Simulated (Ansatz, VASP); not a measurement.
This is a calculation of Al3Au for Ansatz 0.2.0.

input.yaml

```yaml
crystal:
  lattice:
    - [-2.0387461922, 2.0387461922, 4.0834656836]
    - [2.0387461922, -2.0387461922, 4.0834656836]
    - [2.0387461922, 2.0387461922, -4.0834656836]
  atoms:
    - { symbol: Au, position: [0.0, 0.0, 0.0] }
    - { symbol: Al, position: [0.5, 0.5, 0.0] }
    - { symbol: Al, position: [0.25, 0.75, 0.5] }
    - { symbol: Al, position: [0.75, 0.25, 0.5] }
hamiltonian:
  xc: lda
  pseudopotentials: { kind: paw }
kpoints:
  mp_grid: { grid: [9, 9, 9] }
scf:
  occupations: { method: fermi_dirac, width: 0.05 }
output:
  forces: true
  stress: true
  eigenvalues: true
```

Potentials or basis: Ansatz PAW.

The run is started by

```console
$ ansatz run input.yaml --threads 2 --pin off --max-ram 5632MiB --backend cpu --events-out ev --progress --plain --runs-dir out
```

Question: Translate it to VASP 6.6.1. Potentials there: VASP PAW LDA potentials, release 64 (Au, Al).

Answer: As run (the cutoff follows the program's own potentials):

Contents of INCAR:

```
SYSTEM = Al3Au
PREC = Accurate
ENCUT = 520
EDIFF = 1E-7
ISMEAR = -1
SIGMA = 0.05
LREAL = .FALSE.
LASPH = .TRUE.
NELM = 80
ALGO = Normal
ISIF = 2
LWAVE = .FALSE.
LCHARG = .FALSE.
GGA = CA
NBANDS = 18
```

KPOINTS

```
Automatic mesh
0
G
  9 9 9
  0 0 0
```

The input POSCAR:

```
Al3Au
1.0
   -2.0387461922      2.0387461922      4.0834656836
    2.0387461922     -2.0387461922      4.0834656836
    2.0387461922      2.0387461922     -4.0834656836
Au Al
1 3
Direct
    0.0000000000      0.0000000000      0.0000000000
    0.5000000000      0.5000000000      0.0000000000
    0.2500000000      0.7500000000      0.5000000000
    0.7500000000      0.2500000000      0.5000000000
```

Potentials or basis: VASP PAW LDA potentials, release 64 (Au, Al).

The run is started by

```sh
$ cat potpaw_LDA.64/Au/POTCAR potpaw_LDA.64/Al/POTCAR > POTCAR
$ mpirun -np 1 vasp_std > vasp.out
```

Both were run:

|  | VASP | Ansatz | Ansatz less VASP |
| --- | --- | --- | --- |
| gap on the k mesh at the Fermi level (eV) | none | none | - |
| pressure (GPa) | -6.4 | -6.5 | -0.13 |
| traceless stress, the component that is largest in VASP (GPa) | -0.29 | -0.27 | +0.011 |

LDA's correlation is that of Perdew and Zunger in VASP and of Perdew and Wang (1992) in Ansatz. A gap of «none» marks a metal or a gap that the smearing closes. VASP's potentials hold 20 valence electrons a cell and Ansatz's 28, so a difference there can come from the potentials and not from the codes.

Spin-orbit coupling is off throughout.
